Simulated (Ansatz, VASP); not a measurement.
One calculation of MgS, two programs

```
Mg S
1.0
     0.00000    2.59096    2.59096
     2.59096    0.00000    2.59096
     2.59096    2.59096    0.00000
Mg S
1 1
Direct
  0.99807 0.99807 0.99807
  0.50000 0.50000 0.50000
```

Change from the starting cell: atom 1 moved by [-0.01, -0.01, -0.01] A, PAW files.

Alike in both runs: task single point; functional PBEsol; k mesh 8 × 8 × 8; no spin polarisation.

|  | VASP | Ansatz |
| --- | --- | --- |
| version | VASP 6.6.1 | Ansatz 0.2.0 |
| potentials or method | VASP PAW PBE potentials, release 64 (Mg, S) | PAW with Ansatz's default frozen-core files, scalar-relativistic |
| plane-wave cutoff (eV) | 520 | 420 |
| occupations | gaussian, width 0.01 eV | fixed |
| valence electrons in the cell | 8 | 16 |

|  | VASP | Ansatz | Ansatz less VASP |
| --- | --- | --- | --- |
| gap on the k mesh at the Fermi level (eV) | 2.73 | 2.73 | -0.003 |
| pressure (GPa) | -0.2 | 0.0 | +0.22 |
| rms of the force components (eV/Å) | 0.030 | 0.030 | -0.0001 |

VASP's potentials were made for PBE, not for PBEsol. Atom by atom the forces differ by 0.000 eV/Å (rms over components). VASP's potentials hold 8 valence electrons a cell and Ansatz's 16, so a difference there can come from the potentials and not from the codes.
